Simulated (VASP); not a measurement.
Ti:

```
Ti
1.0
     0.00000    2.04344    2.04344
     2.04344    0.00000    2.04344
     2.04344    2.04344    0.00000
Ti
1
Direct
  0.00000 0.00000 0.00000
```

This isn't the form of Ti at room conditions, which is hcp.

Base run:

| Property | Result |
| --- | --- |
| Program | VASP 6.6.1 |
| Functional | LDA |
| Potentials or basis | VASP PAW LDA potentials, release 64 (Ti_sv) |
| Cutoff | 500 eV |
| k mesh | 15 × 15 × 15 |
| Occupations | fermi-dirac, width 0.05 eV |
| Spin | no spin polarisation |

Its results: band gap on the k mesh zero (bands 6 and 7 overlap by 1.13 eV); pressure -7.0 GPa.

Question: The run is repeated on the same cell with these changes: cutoff from 500 eV to 400 eV; further incar settings from ALGO = Normal; EDIFF = 1e-06; NBANDS = 12 to ALGO = Normal; EDIFF = 1e-08; NBANDS = 12. What comes out?

Answer: Band gap on the k mesh zero (bands 6 and 7 overlap by 1.13 eV); pressure -7.7 GPa.

Caveats: the cell stands under tension.
